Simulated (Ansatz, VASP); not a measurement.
**SiO2: VASP beside Ansatz**

Contents of INCAR:

```
SYSTEM = SiO2
ALGO = Normal
EDIFF = 1E-6
ENCUT = 520
GGA = PS
ISIF = 2
ISMEAR = 0
LASPH = .TRUE.
LCHARG = .FALSE.
LREAL = Auto
LWAVE = .FALSE.
NBANDS = 63
NELM = 80
PREC = Accurate
SIGMA = 0.05
```

Contents of KPOINTS:

```
k-points
0
G
  4 4 4
  0 0 0
```

The input POSCAR:

```
SiO2
1.0
    3.6241951395     -8.1284566593      0.0000000000
    3.6241951395      8.1284566593      0.0000000000
    0.0000000000      0.0000000000      5.2514179063
Si O
6 12
Direct
    0.0102808395      0.4026121463      0.2500000000
    0.4026121463      0.0102808395      0.7500000000
    0.5973878537      0.9897191605      0.2500000000
    0.9897191605      0.5973878537      0.7500000000
    0.4430221731      0.5569778269      0.2500000000
    0.5569778269      0.4430221731      0.7500000000
    0.0000000000      0.5000000000      0.5000000000
    0.5000000000      0.0000000000      0.5000000000
    0.5000000000      0.0000000000      0.0000000000
    0.0000000000      0.5000000000      0.0000000000
    0.2099831976      0.4362740928      0.2500000000
    0.4362740928      0.2099831976      0.7500000000
    0.5637259072      0.7900168024      0.2500000000
    0.7900168024      0.5637259072      0.7500000000
    0.8307346196      0.1692653804      0.2500000000
    0.1692653804      0.8307346196      0.7500000000
    0.5000000000      0.5000000000      0.0000000000
    0.5000000000      0.5000000000      0.5000000000
```

Input for Ansatz:

```yaml
crystal:
  lattice:
    - [3.6241951395, -8.1284566593, 0.0]
    - [3.6241951395, 8.1284566593, 0.0]
    - [0.0, 0.0, 5.2514179063]
  atoms:
    - { symbol: Si, position: [0.0102808395, 0.4026121463, 0.25] }
    - { symbol: Si, position: [0.4026121463, 0.0102808395, 0.75] }
    - { symbol: Si, position: [0.5973878537, 0.9897191605, 0.25] }
    - { symbol: Si, position: [0.9897191605, 0.5973878537, 0.75] }
    - { symbol: Si, position: [0.4430221731, 0.5569778269, 0.25] }
    - { symbol: Si, position: [0.5569778269, 0.4430221731, 0.75] }
    - { symbol: O, position: [0.0, 0.5, 0.5] }
    - { symbol: O, position: [0.5, 0.0, 0.5] }
    - { symbol: O, position: [0.5, 0.0, 0.0] }
    - { symbol: O, position: [0.0, 0.5, 0.0] }
    - { symbol: O, position: [0.2099831976, 0.4362740928, 0.25] }
    - { symbol: O, position: [0.4362740928, 0.2099831976, 0.75] }
    - { symbol: O, position: [0.5637259072, 0.7900168024, 0.25] }
    - { symbol: O, position: [0.7900168024, 0.5637259072, 0.75] }
    - { symbol: O, position: [0.8307346196, 0.1692653804, 0.25] }
    - { symbol: O, position: [0.1692653804, 0.8307346196, 0.75] }
    - { symbol: O, position: [0.5, 0.5, 0.0] }
    - { symbol: O, position: [0.5, 0.5, 0.5] }
basis:
  ecutwfc: 420
kpoints:
  mp_grid: { grid: [4, 4, 4] }
hamiltonian:
  xc: pbesol
scf:
  occupations: { method: gaussian, width: 0.05 }
output:
  forces: true
  stress: true
  eigenvalues: true
```

Change from the starting cell: strain -0.0375 x Voigt [1, 0, 0, 0, 0, 0], atoms carried along.

Alike in both runs: task single point; functional PBEsol; k mesh 4 × 4 × 4; occupations gaussian, width 0.05 eV; no spin polarisation.

```csv
,VASP,Ansatz
version,VASP 6.6.1,Ansatz 0.2.0
potentials or method,"VASP PAW PBE potentials, release 64 (Si, O), cutoff 520 eV","scalar-relativistic, plane waves, PAW"
valence electrons in the cell,96,96
```

Ansatz gave:

- gap on the k mesh at the Fermi level (eV): 5.56
- least direct gap on the mesh (eV): 5.56
- pressure (GPa): 6.0
- traceless stress, the component that is largest in VASP (GPa): 7.16
- rms of the force components (eV/Å): 0.642

Q: Estimate VASP's values.

A: gap on the k mesh at the Fermi level (eV): 5.56; least direct gap on the mesh (eV): 5.56; pressure (GPa): 6.4; traceless stress, the component that is largest in VASP (GPa): 7.27; rms of the force components (eV/Å): 0.649.

VASP's potentials were made for PBE, not for PBEsol. Atom by atom the forces differ by 0.013 eV/Å (rms over components). With one functional, cell and mesh, what is left measures potentials, basis and numerics.
